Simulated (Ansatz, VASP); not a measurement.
**Two plane-wave programs on MnC2**

```
Mn C
1.0
     1.50307   -2.60358    0.00000
     4.50922    2.60358    0.00000
     0.00000    0.00000   11.71352
Mn C
4 8
Direct
  0.87521 0.04160 0.75000
  0.37521 0.54160 0.75000
  0.62479 0.45840 0.25000
  0.12479 0.95840 0.25000
  0.62480 0.12507 0.18303
  0.12480 0.62507 0.18303
  0.62480 0.12507 0.31697
  0.12480 0.62507 0.31697
  0.87520 0.37493 0.81697
  0.37520 0.87493 0.81697
  0.87520 0.37493 0.68303
  0.37520 0.87493 0.68303
```

Alike in both runs: task single point; functional PBE; k mesh 8 × 4 × 2; occupations gaussian, width 0.2 eV; no spin polarisation.

|  | VASP | Ansatz |
| --- | --- | --- |
| version | VASP 6.6.1 | Ansatz 0.2.0 |
| potentials or method | VASP PAW PBE potentials, release 64 (Mn_pv, C), cutoff 520 eV | scalar-relativistic, plane waves, PAW |
| valence electrons in the cell | 84 | 92 |

|  | VASP | Ansatz | Ansatz less VASP |
| --- | --- | --- | --- |
| gap on the k mesh at the Fermi level (eV) | none | none | - |
| pressure (GPa) | 0.4 | 0.0 | -0.42 |
| traceless stress, the component that is largest in VASP (GPa) | 0.47 | 0.54 | +0.075 |
| rms of the force components (eV/Å) | 0.094 | 0.061 | -0.0322 |

Atom by atom the forces differ by 0.034 eV/Å (rms over components). A gap of «none» marks a metal or a gap that the smearing closes. The functional is the same, so the differences come from potentials, cutoffs and numerics. VASP's potentials hold 84 valence electrons a cell and Ansatz's 92, so a difference there can come from the potentials and not from the codes.
